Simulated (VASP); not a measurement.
Runs of VASP 6.6.1 on Hg. The structure is that of space group R-3m (No. 166), or close to it. The cells are those of the table. 

```csv
cell,k mesh,gap on the mesh (eV),pressure (GPa)
"a = 2.899 Å, angles 69.8°, 1 atom",15 × 15 × 15,none,15.8
"a = 3.012 Å, angles 74.5°, 1 atom",15 × 15 × 15,none,4.0
"a = 3.043, b = 3.043, c = 3.008 Å, angles 73.0, 73.0, 68.5°, 1 atom",14 × 14 × 14,none,(a)
"a = 2.971, b = 2.968, c = 2.968 Å, angles 73.6, 70.8, 70.8°, 1 atom",14 × 14 × 14,none,7.8
"a = 2.953, b = 2.934, c = 2.935 Å, angles 71.3, 70.6, 70.6°, 1 atom",14 × 14 × 14,none,(b)
"a = 2.920, b = 2.920, c = 3.071 Å, angles 66.9, 66.9, 70.5°, 1 atom",14 × 14 × 14,none,11.0
"a = 3.107 Å, angles 69.9°, 1 atom",15 × 15 × 15,none,(c)
"a = 2.911, b = 2.911, c = 2.966 Å, angles 70.3, 70.3, 70.5°, 1 atom",14 × 14 × 14,none,12.0
```

Alike in all rows: task single point; level PBE; potentials or basis VASP PAW PBE potentials, release 64 (Hg); no spin polarisation; cutoff (eV) 520; smearing gaussian 0.1 eV.

Estimate the missing entries.

(a) 4.3; (b) 10.7; (c) 2.0.

Caveats: spin-orbit coupling is left out, which moves the levels of the heavy elements.

A k mesh can miss the band edges, and the runs leave out spin-orbit coupling on Hg.

A gap of «none» marks levels without a gap at the run's occupations.
